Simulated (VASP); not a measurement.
Al13Si3C3N13, 96 atoms in the cell. The typed cell holds 96 atoms: a = 9.390 Å, b = 10.790 Å, c = 9.962 Å, α = 90.00°, β = 90.00°, γ = 90.00°. 

| Property | Result |
| --- | --- |
| Program | VASP 6.6.1 |
| Task | single point |
| Functional | PBEsol |
| Potentials or basis | VASP PAW PBE potentials, release 64 (Al, Si, N, C) |
| Cutoff | 600 eV |
| k mesh | 1 × 1 × 1, shifted |
| Occupations | fermi-dirac, width 0.05 eV |
| Spin | no spin polarisation |
| Dipole correction | no |
| Further INCAR settings | LREAL = Auto; ALGO = Normal; EDIFF = 1e-06; NBANDS = 246; ISYM = 0 |

Potentials or basis: VASP PAW PBE potentials, release 64 (Al, Si, N, C).

Run with:

```sh
$ cat potpaw_PBE.64/Al/POTCAR potpaw_PBE.64/Si/POTCAR potpaw_PBE.64/N/POTCAR potpaw_PBE.64/C/POTCAR > POTCAR
$ mpirun -np 1 vasp_std > vasp.out
```

Hardware: 1 thread of Intel(R) Xeon(R) Platinum 8259CL CPU @ 2.50GHz (Skylake/Cascade Lake), with other jobs on the host.

Q: Estimate the wall time of this run.

A: Wall time 47 min on 1 thread of Intel(R) Xeon(R) Platinum 8259CL CPU @ 2.50GHz (Skylake/Cascade Lake), with other jobs on the host, peak memory 1.6 GiB. Counts: scf iterations 18, k points 4.
